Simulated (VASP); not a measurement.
# Zr3SiF2 (P6/mmm) in VASP: a series of runs

Zr3SiF2 is run at these levels: PBE; tasks: single point, relaxation of cell and atoms.

All numbers are computed with VASP 6.6.1; they aren't measurements. Logs are shortened: lines on timing, memory, paths and dates and some standing lists are left out, and cuts for length are marked.

**1. The cell of the first run**

The structure is hexagonal, space group P6/mmm (No. 191). Conventional cell: a = 4.535 Å, b = 4.535 Å, c = 5.845 Å, α = 90.00°, β = 90.00°, γ = 120.00°. Within 3.5 Å of Zr (site symmetry -6m2) lie 6 Zr at 2.62 Å and 2 F at 2.92 Å. Within 3.5 Å of Zr (site symmetry 6/mmm) lie 6 Zr at 2.62 Å and 2 Si at 2.92 Å. Within 3.5 Å of Si (site symmetry 6/mmm) lie 6 F at 2.62 Å and 2 Zr at 2.92 Å. Within 3.5 Å of F (site symmetry -6m2) lie 3 F at 2.62 Å and 3 Si at 2.62 Å and 2 Zr at 2.92 Å.

**2. Single point, PBE**

INCAR

```
  ALGO = Normal
  EDIFF = 1E-6
  ENCUT = 520
  GGA = PE
  ISIF = 2
  ISMEAR = 0
  LASPH = T
  LCHARG = T
  LELF = T
  LREAL = F
  LVHAR = T
  LWAVE = F
  NBANDS = 36
  NELM = 60
  PREC = Accurate
  SIGMA = 0.1
```

KPOINTS

```
k-points
0
Gamma
  6 6 4
```

POSCAR

```
Zr3SiF2
1.0
    4.5347320400      0.0000000000      0.0000000000
   -2.2673660200      3.9271931400      0.0000000000
    0.0000000000      0.0000000000      5.8449491500
Zr Si F
3 1 2
Direct
    0.3333333300      0.6666666700      0.5000000000
    0.6666666700      0.3333333300      0.5000000000
    0.0000000000      0.0000000000      0.5000000000
    0.0000000000      0.0000000000      0.0000000000
    0.3333333300      0.6666666700      0.0000000000
    0.6666666700      0.3333333300      0.0000000000
```

Potentials or basis: VASP PAW PBE potentials, release 64 (Zr_sv, Si, F).

Run with:

```
cat potpaw_PBE.64/Zr_sv/POTCAR potpaw_PBE.64/Si/POTCAR potpaw_PBE.64/F/POTCAR > POTCAR
mpirun -np 1 vasp_std > vasp.out
```

OUTCAR:

```text
EDIFF = 1E-6
   ENCUT = 520
   GGA = PE
   ISIF = 2
   ISMEAR = 0
   LASPH = T
   LREAL = F
   NELM = 60
   PREC = Accurate

 ion  position               nearest neighbor table
   1  0.333  0.667  0.500-   2 2.62   3 2.62   2 2.62   3 2.62   3 2.62   2 2.62
   2  0.667  0.333  0.500-   1 2.62   3 2.62   1 2.62   3 2.62   3 2.62   1 2.62
   3  0.000  0.000  0.500-   1 2.62   2 2.62   1 2.62   2 2.62   2 2.62   1 2.62   4 2.92   4 2.92

   4  0.000  0.000  0.000-   3 2.92   3 2.92
   5  0.333  0.667  0.000-
   6  0.667  0.333  0.000-

  LATTYP: Found a hexagonal cell.
 ALAT       =     4.5347320400
 C/A-ratio  =     1.2889293344

  Lattice vectors:

 A1 = (   4.5347320400,   0.0000000000,   0.0000000000)
 A2 = (  -2.2673660200,   3.9271931400,   0.0000000000)
 A3 = (   0.0000000000,   0.0000000000,   5.8449491500)

Analysis of symmetry for initial positions (statically):
=====================================================================
 Subroutine PRICEL returns:
 Original cell was already a primitive cell.

 Routine SETGRP: Setting up the symmetry group for a
 hexagonal supercell.

 Subroutine GETGRP returns: Found 24 space group operations
 (whereof 24 operations were pure point group operations)
 out of a pool of 24 trial point group operations.

The static configuration has the point symmetry D_6h.

Analysis of symmetry for dynamics (positions and initial velocities):
=====================================================================
 Subroutine PRICEL returns:
 Original cell was already a primitive cell.

 Routine SETGRP: Setting up the symmetry group for a
 hexagonal supercell.

 Subroutine GETGRP returns: Found 24 space group operations
 (whereof 24 operations were pure point group operations)
 out of a pool of 24 trial point group operations.

The dynamic configuration has the point symmetry D_6h.

 Subroutine INISYM returns: Found 24 space group operations
 (whereof 24 operations are pure point group operations),
 and found     1 'primitive' translations

----------------------------------------------------------------------------------------

                                     Primitive cell

  volume of cell :     104.0913

  direct lattice vectors                    reciprocal lattice vectors
     4.534732040  0.000000000  0.000000000     0.220520196  0.127317395  0.000000000
    -2.267366020  3.927193140  0.000000000     0.000000000  0.254634790  0.000000000
     0.000000000  0.000000000  5.844949150     0.000000000  0.000000000  0.171087887

  length of vectors
     4.534732040  4.534732035  5.844949150     0.254634790  0.254634790  0.171087887

  position of ions in fractional coordinates (direct lattice)
     0.333333330  0.666666670  0.500000000
     0.666666670  0.333333330  0.500000000
     0.000000000  0.000000000  0.500000000
     0.000000000  0.000000000  0.000000000
     0.333333330  0.666666670  0.000000000
     0.666666670  0.333333330  0.000000000

  ion indices of the primitive-cell ions
   primitive index   ion index
                 1           1
                 2           2
                 3           3
                 4           4
                 5           5
                 6           6

----------------------------------------------------------------------------------------

 KPOINTS: k-points

Automatic generation of k-mesh.
 Grid dimensions read from file:
 generate k-points for:    6    6    4

 Generating k-lattice:

  Cartesian coordinates                     Fractional coordinates (reciprocal lattice)
     0.036753366  0.021219566  0.000000000     0.166666667 -0.000000000  0.000000000
     0.000000000  0.042439132  0.000000000     0.000000000  0.166666667  0.000000000
     0.000000000  0.000000000  0.042771972     0.000000000  0.000000000  0.250000000

  Length of vectors
     0.042439132  0.042439132  0.042771972

  Shift w.r.t. Gamma in fractional coordinates (k-lattice)
     0.000000000  0.000000000  0.000000000

 Subroutine IBZKPT returns following result:
 ===========================================

 Found     21 irreducible k-points:

 Following reciprocal coordinates:
            Coordinates               Weight
  0.000000  0.000000  0.000000      1.000000
  0.166667  0.000000  0.000000      6.000000
  0.333333 -0.000000  0.000000      6.000000
  0.500000  0.000000  0.000000      3.000000
  0.166667  0.166667  0.000000      6.000000
  0.333333  0.166667  0.000000     12.000000
[... 13 lines left out ...]
  0.333333  0.166667  0.500000     12.000000
  0.333333  0.333333  0.500000      2.000000
   k-points           NKPTS =     21   k-points in BZ     NKDIM =     21   number of bands    NBANDS=     36
   number of dos      NEDOS =    301   number of ions     NIONS =      6
   total plane-waves  NPLWV =  62208
   dimension x,y,z NGX =    36 NGY =   36 NGZ =   48
   dimension x,y,z NGXF=    72 NGYF=   72 NGZF=   96
   ions per type =               3   1   2
   NGX,Y,Z   is equivalent  to a cutoff of  13.20, 13.20, 13.65 a.u.
   NGXF,Y,Z  is equivalent  to a cutoff of  26.40, 26.40, 27.30 a.u.
 SYSTEM =  unknown system
   PREC   = accura    normal or accurate (medium, high low for compatibility)
   ISTART =      0    job   : 0-new  1-cont  2-samecut
   ICHARG =      2    charge: 1-file 2-atom 10-const
   ISPIN  =      1    spin polarized calculation?
   LNONCOLLINEAR =      F non collinear calculations
   LSORBIT =      F    spin-orbit coupling
   LASPH  =      T    aspherical Exc in radial PAW
   ENCUT  =  520.0 eV  38.22 Ry    6.18 a.u.   8.43  8.43 10.87*2*pi/ulx,y,z
   NELM   =     60;   NELMIN=  2; NELMDL= -5     # of ELM steps
   EDIFF  = 0.1E-05   stopping-criterion for ELM
   LREAL  =      F    real-space projection
   EDIFFG = 0.1E-04   stopping-criterion for IOM
   NSW    =      0    number of steps for IOM
   IBRION =     -1    ionic relax: 0-MD 1-quasi-New 2-CG
   NFREE  =      0    steps in history (QN), initial steepest desc. (CG)
   ISIF   =      2    stress and relaxation
   ISYM   =      2    0-nonsym 1-usesym 2-fastsym
   POTIM  = 0.5000    time-step for ionic-motion
   TEBEG  =    0.0;   TEEND  =   0.0 temperature during run
   PSTRESS=    0.0 pullay stress
   NELECT =      54.0000    total number of electrons
   NUPDOWN=      -1.0000    fix difference up-down
   EMIN   =  10.00;   EMAX   =-10.00  energy-range for DOS
   EFERMI =   0.00;   METHOD = LEGACY
   ISMEAR =     0;   SIGMA  =   0.10  broadening in eV -4-tet -1-fermi 0-gaus
   EFERMI_NEDOS =   21; number of points for ismear=-14 and -15
   IALGO  =     38    algorithm
   IMIX   =      4    mixing-type and parameters
     AMIX     =   0.40;   BMIX     =  1.00
     AMIX_MAG =   1.60;   BMIX_MAG =  1.00
  volume/ion in A,a.u.               =      17.35       117.07
  Fermi-wavevector in a.u.,A,eV,Ry     =   1.315430  2.485803 23.542938  1.730357
  Thomas-Fermi vector in A             =   2.445614
   LORBIT       =      0    0 simple, 1 ext, 2 COOP (PROOUT), +10 PAW based schemes
   GGA     = PE    functional components
   LHFCALC =     F    Hartree Fock is set to
   AEXX    =    0.0000 exact exchange contribution
   IVDW    =     0    specifies the selected vdW correction
   LEPSILON=     F    determine dielectric tensor
   LRPA    =     F    only Hartree local field effects (RPA)
 non-spin polarized calculation
 Gauss-broadening in eV      SIGMA  =   0.10
  energy-cutoff  :      520.00
  volume of cell :      104.09
 maximum number of plane-waves:      2847
 NGX is ok and might be reduce to    36
   NGX = 17   NGY = 17   NGZ = 21

 number of electron      53.9999995 magnetization

 Free energy of the ion-electron system (eV)
  ---------------------------------------------------
  ext. energy  EPLUGINS =         0.00000000
  ---------------------------------------------------
  free energy    TOTEN  =       -34.12258052 eV

  energy without entropy =      -34.09160529  energy(sigma->0) =      -34.10709290

 E-fermi :   6.9390     XC(G=0): -10.6190

 val. band max:        6.8580997038   @ k =   0.3333  -0.0000   0.0000
 cond. band min:       6.9585196025   @ k =   0.3333  -0.0000   0.0000
 fundamental gap:      0.1004198986
 Fermi energy:         6.9390161980

 k-point     1 :       0.0000    0.0000    0.0000
  band No.  band energies     occupation
      1     -41.8360      2.00000
      2     -41.0224      2.00000
      3     -40.5111      2.00000
      4     -20.5924      2.00000
      5     -20.5924      2.00000
      6     -20.2886      2.00000
[... 28 lines left out ...]
     35      10.1786      0.00000
     36      10.1786      0.00000

 k-point     2 :       0.1667    0.0000    0.0000
  band No.  band energies     occupation
      1     -41.7735      2.00000
      2     -41.0629      2.00000
      3     -40.5454      2.00000
      4     -21.0081      2.00000
      5     -20.8478      2.00000
      6     -19.7837      2.00000
[... 28 lines left out ...]
     35       9.8986      0.00000
     36      10.7142      0.00000

 k-point     3 :       0.3333   -0.0000    0.0000
  band No.  band energies     occupation
      1     -41.6111      2.00000
      2     -41.1737      2.00000
      3     -40.6221      2.00000
      4     -21.3594      2.00000
      5     -20.6840      2.00000
      6     -19.6499      2.00000
[... 28 lines left out ...]
     35      10.4253      0.00000
     36      10.4459      0.00000
[... 625 lines left out ...]
 k-point    20 :       0.3333    0.1667    0.5000
  band No.  band energies     occupation
      1     -41.4883      2.00000
      2     -41.2571      2.00000
      3     -40.6745      2.00000
      4     -21.2360      2.00000
      5     -20.6136      2.00000
      6     -19.7401      2.00000
[... 28 lines left out ...]
     35      11.3287      0.00000
     36      11.7256      0.00000

 k-point    21 :       0.3333    0.3333    0.5000
  band No.  band energies     occupation
      1     -41.3580      2.00000
      2     -41.3580      2.00000
      3     -40.7108      2.00000
      4     -20.7665      2.00000
      5     -20.5551      2.00000
      6     -20.5551      2.00000
[... 28 lines left out ...]
     35      10.9742      0.00000
     36      11.9929      0.00000

------------------------ aborting loop because EDIFF is reached ----------------------------------------

  FORCE on cell =-STRESS in cart. coord.  units (eV):
  Direction    XX          YY          ZZ          XY          YZ          ZX
  --------------------------------------------------------------------------------------
  -------------------------------------------------------------------------------------
  Total       15.7959703     15.7959703    -12.4949508      0.0000000     -0.0000000      0.0000000
  in kB      243.1320791    243.1320783   -192.3226817      0.0000000     -0.0000000      0.0000000
  external PRESSURE =      97.9804919 kB  Pullay stress =       0.0000000 kB

 VOLUME and BASIS-vectors are now :
 -----------------------------------------------------------------------------
  energy-cutoff  :      520.00
  volume of cell :      104.09
      direct lattice vectors                 reciprocal lattice vectors
     4.534732040  0.000000000  0.000000000     0.220520196  0.127317395  0.000000000
    -2.267366020  3.927193140  0.000000000     0.000000000  0.254634790  0.000000000
     0.000000000  0.000000000  5.844949150     0.000000000  0.000000000  0.171087887

 POSITION                                       TOTAL-FORCE (eV/Angst)
 -----------------------------------------------------------------------------------
     -0.00000      2.61813      2.92247        -0.000000      0.000000      0.000000
      2.26737      1.30906      2.92247         0.000000      0.000000      0.000000
      0.00000      0.00000      2.92247         0.000000      0.000000      0.000000
      0.00000      0.00000      0.00000         0.000000      0.000000      0.000000
     -0.00000      2.61813      0.00000        -0.000000      0.000000      0.000000
      2.26737      1.30906      0.00000        -0.000000     -0.000000      0.000000
 -----------------------------------------------------------------------------------
    total drift:                                0.000000      0.000000      0.000000

  FREE ENERGIE OF THE ION-ELECTRON SYSTEM (eV)
  ---------------------------------------------------
  free  energy   TOTEN  =       -34.1225805152 eV

  energy  without entropy=      -34.0916052898  energy(sigma->0) =      -34.10709290
```

It took 2 min on 1 thread of AMD EPYC 9755, shared host; peak memory 0.22 GiB.

What came out:

| Property | Result |
| --- | --- |
| Free energy | -34.1226 eV |
| Pressure | 9.8 GPa |
| Band gap on the k mesh | zero (band 27 reaches 7.07 eV, above the bottom of band 28 at 6.17 eV) |

Stress tensor (GPa, compression positive):
```
 24.31   0.00   0.00
  0.00  24.31   0.00
  0.00   0.00 -19.23
```

**3. Single point, PBE**

This run uses another cell than the first one, of 19.67 Å³/atom, 1.134 times its volume.

INCAR

```
ALGO = Normal
EDIFF = 1E-7
ENCUT = 520
GGA = PE
ISIF = 2
ISMEAR = 0
LASPH = T
LCHARG = F
LREAL = F
LWAVE = F
NBANDS = 36
NELM = 100
PREC = Accurate
SIGMA = 0.1
```

KPOINTS is that of step 2.

POSCAR

```
Zr3SiF2
1.0
    5.4095724938      0.0000000000      0.0000000000
   -2.7047862469      4.6848272033      0.0000000000
    0.0000000000      0.0000000000      4.6572167316
Zr Si F
3 1 2
Direct
    0.3333333333      0.6666666667      0.5000000000
    0.6666666667      0.3333333333      0.5000000000
    0.0000000000      0.0000000000      0.5000000000
    0.0000000000      0.0000000000      0.0000000000
    0.3333333333      0.6666666667      0.0000000000
    0.6666666667      0.3333333333      0.0000000000
```

Potentials or basis: VASP PAW PBE potentials, release 64 (Zr_sv, Si, F).

Run with:

```
cat potpaw_PBE.64/Zr_sv/POTCAR potpaw_PBE.64/Si/POTCAR potpaw_PBE.64/F/POTCAR > POTCAR
mpirun -np 1 vasp_std > vasp.out
```

Run time: 2.3 min. Hardware: 1 thread of AMD EPYC 9755, shared host; peak memory 0.22 GiB.

It converged, with:

```
Free energy            : -38.6910 eV
Pressure               : 0.0 GPa
Band gap on the k mesh : zero (band 27 reaches 6.38 eV, above the bottom of band 28 at 5.57 eV)
```

Stress tensor (GPa, compression positive):
```
 0.01  0.00  0.00
 0.00  0.01  0.00
 0.00  0.00 -0.16
```

Levels at points of the mesh, in eV from the Fermi level:
```csv
k point,band 24,band 25,band 26,band 27,band 28,band 29,band 30,band 31
"(0.00, 0.00, 0.00)",-0.46,0.30,0.30,0.44,0.44,0.51,0.51,1.36
"(0.50, 0.00, 0.00)",-0.83,-0.71,-0.55,-0.04,0.00,0.39,0.98,1.24
"(0.00, 0.00, 0.50)",-0.90,-0.90,0.12,0.12,0.36,0.36,1.27,1.27
"(0.50, 0.00, 0.50)",-1.35,-1.33,-0.95,-0.71,-0.37,0.05,1.52,2.02
```

**4. Relaxation of cell and atoms, PBE**

INCAR

```
PREC = Accurate
ENCUT = 600
EDIFF = 1E-6
ISMEAR = 0
SIGMA = 0.1
LREAL = F
LASPH = T
NELM = 80
ALGO = Normal
ISIF = 3
LWAVE = F
LCHARG = F
GGA = PE
IBRION = 2
NSW = 90
EDIFFG = -0.04
```

KPOINTS

```
Automatic mesh
0
Gamma
  6 6 4
```

POSCAR

```
Zr3SiF2
1.0
    4.5347320400      0.0000000000      0.0000000000
   -2.2673660200      3.9271931400      0.0000000000
    0.0000000000      0.0000000000      5.8449491500
Zr Si F
3 1 2
Direct
    0.3333333300      0.6666666700      0.5000000000
    0.6666666700      0.3333333300      0.5000000000
    0.0000000000      0.0000000000      0.5000000000
    0.0000000000      0.0000000000      0.0000000000
    0.3333333300      0.6666666700      0.0000000000
    0.6666666700      0.3333333300      0.0000000000
```

Run with:

```
cat potpaw_PBE.64/Zr_sv/POTCAR potpaw_PBE.64/Si/POTCAR potpaw_PBE.64/F/POTCAR > POTCAR
mpirun -np 1 vasp_std > vasp.out
```

It took 19 min on 1 thread of AMD EPYC 9755, shared host; peak memory 0.24 GiB.

Results (log left out):

```yaml
Free_energy: -38.6402 eV
Relaxed_volume: 19.42 Å³/atom
Relaxed_cell: a = 5.372 Å, b = 5.372 Å, c = 4.663 Å, α = 90.00°, β = 90.00°, γ = 120.00°
Space_group_after_relaxing_to_0.05_Å: P6/mmm (No. 191)
Energy_gained_by_relaxing: 752.2 meV/atom
Ionic_steps: 11
Pressure_after_relaxing: 0.0 GPa
Band_gap_on_the_k_mesh: zero (band 27 reaches 6.52 eV, above the bottom of band 28 at 5.67 eV)
```

Step by step:
| step | energy change (eV) | largest force (eV/Å) | pressure (GPa) | volume (Å³) |
| --- | --- | --- | --- | --- |
| 1 | 0.0000 | 0.0000 | 9.77 | 104.09 |
| 2 | -3.3915 | 0.0000 | -4.79 | 118.87 |
| 3 | -4.1719 | 0.0000 | -6.67 | 125.85 |
| 4 | -4.2548 | 0.0000 | -6.55 | 127.69 |
| 5 | -4.0038 | 0.0000 | 7.77 | 113.13 |
| 6 | -4.4651 | 0.0000 | -1.87 | 121.54 |
| 7 | -4.4658 | 0.0000 | -1.59 | 121.24 |
| 8 | -4.5081 | 0.0000 | -0.67 | 118.15 |
| 9 | -4.5133 | 0.0000 | -0.15 | 116.69 |
| 10 | -4.5133 | 0.0000 | 0.17 | 116.37 |
| 11 | -4.5134 | 0.0000 | 0.00 | 116.53 |

Final structure:
```
Zr Si F
1.0
     5.37173    0.00000    0.00000
    -2.68586    4.65205    0.00000
     0.00000    0.00000    4.66322
Zr Si F
3 1 2
Cartesian
  0.0000 3.1014 2.3316
  2.6859 1.5507 2.3316
  0.0000 0.0000 2.3316
  0.0000 0.0000 0.0000
  0.0000 3.1014 0.0000
  2.6859 1.5507 0.0000
```

Levels at points of the mesh, in eV from the Fermi level:
```tsv
k point	band 25	band 26	band 27	band 28	band 29	band 30
(0.00, 0.00, 0.00)	0.27	0.27	0.45	0.45	0.49	0.49
(0.50, 0.00, 0.00)	-0.76	-0.57	-0.09	-0.02	0.36	1.02
(0.00, 0.00, 0.50)	-0.90	0.13	0.13	0.37	0.37	1.25
(0.50, 0.00, 0.50)	-1.33	-0.96	-0.70	-0.40	0.02	1.50
```

**5. Single point, PBE**

This run uses another cell than the first one, of 19.75 Å³/atom, 1.138 times its volume.

INCAR

```
SYSTEM = Zr3SiF2
  ALGO = Normal
  EDIFF = 1E-6
  ENCUT = 520
  GGA = PE
  ISIF = 2
  ISMEAR = 0
  LASPH = .TRUE.
  LCHARG = .TRUE.
  LELF = .TRUE.
  LREAL = .FALSE.
  LVHAR = .TRUE.
  LWAVE = .FALSE.
  NBANDS = 36
  NELM = 80
  PREC = Accurate
  SIGMA = 0.1
```

KPOINTS

```
k-points
0
G
  12 12 8
  0 0 0
```

POSCAR

```
Zr3SiF2
1.0
    5.4378753090      0.0000000000      0.0000000000
   -2.7189376545      4.7093381602      0.0000000000
    0.0000000000      0.0000000000      4.6269112290
Zr Si F
3 1 2
Direct
    0.3333333333      0.6666666667      0.5000000000
    0.6666666667      0.3333333333      0.5000000000
    0.0000000000      0.0000000000      0.5000000000
    0.0000000000      0.0000000000      0.0000000000
    0.3333333333      0.6666666667      0.0000000000
    0.6666666667      0.3333333333      0.0000000000
```

Run with:

```
cat potpaw_PBE.64/Zr_sv/POTCAR potpaw_PBE.64/Si/POTCAR potpaw_PBE.64/F/POTCAR > POTCAR
mpirun -np 1 vasp_std > vasp.out
```

It took 10 min on 1 thread of AMD EPYC 9755, shared host; peak memory 0.41 GiB.

Results (log left out):

| Item | Value |
| --- | --- |
| Free energy | -38.6923 eV |
| Pressure | 0.0 GPa |
| Band gap on the k mesh | zero (band 27 reaches 6.36 eV, above the bottom of band 28 at 5.53 eV) |

Stress tensor (GPa, compression positive):
```
-0.07  0.00  0.00
 0.00 -0.07  0.00
 0.00  0.00  0.03
```

Levels at points of the mesh, in eV from the Fermi level:
| k point | band 25 | band 26 | band 27 | band 28 | band 29 | band 30 |
| --- | --- | --- | --- | --- | --- | --- |
| (0.00, 0.00, 0.00) | 0.26 | 0.26 | 0.40 | 0.40 | 0.50 | 0.50 |
| (0.50, 0.00, 0.00) | -0.71 | -0.58 | -0.03 | -0.02 | 0.35 | 0.89 |
| (0.00, 0.00, 0.50) | -1.01 | 0.09 | 0.09 | 0.33 | 0.33 | 1.27 |
| (0.50, 0.00, 0.50) | -1.38 | -1.04 | -0.78 | -0.39 | 0.04 | 1.52 |

**6. Summary**

| task | cell | k mesh | cutoff (eV) | gap on the mesh (eV) | pressure (GPa) |
| --- | --- | --- | --- | --- | --- |
| single point | a = 4.535, b = 4.535, c = 5.845 Å, angles 90.0, 90.0, 120.0°, 6 atoms | 6 × 6 × 4 | 520 | none | 9.8 |
| single point | a = 5.410, b = 5.410, c = 4.657 Å, angles 90.0, 90.0, 120.0°, 6 atoms | 6 × 6 × 4 | 520 | none | 0.0 |
| relaxation of cell and atoms | relaxed from a = 4.535, b = 4.535, c = 5.845 Å, angles 90.0, 90.0, 120.0°, 6 atoms | 6 × 6 × 4 | 600 | none | 0.0 |
| single point | a = 5.438, b = 5.438, c = 4.627 Å, angles 90.0, 90.0, 120.0°, 6 atoms | 12 × 12 × 8 | 520 | none | 0.0 |

Alike in all rows: level PBE; potentials or basis VASP PAW PBE potentials, release 64 (Zr_sv, Si, F); no spin polarisation; smearing gaussian 0.1 eV.

Absolute energies hang on the potentials; compare differences alone.
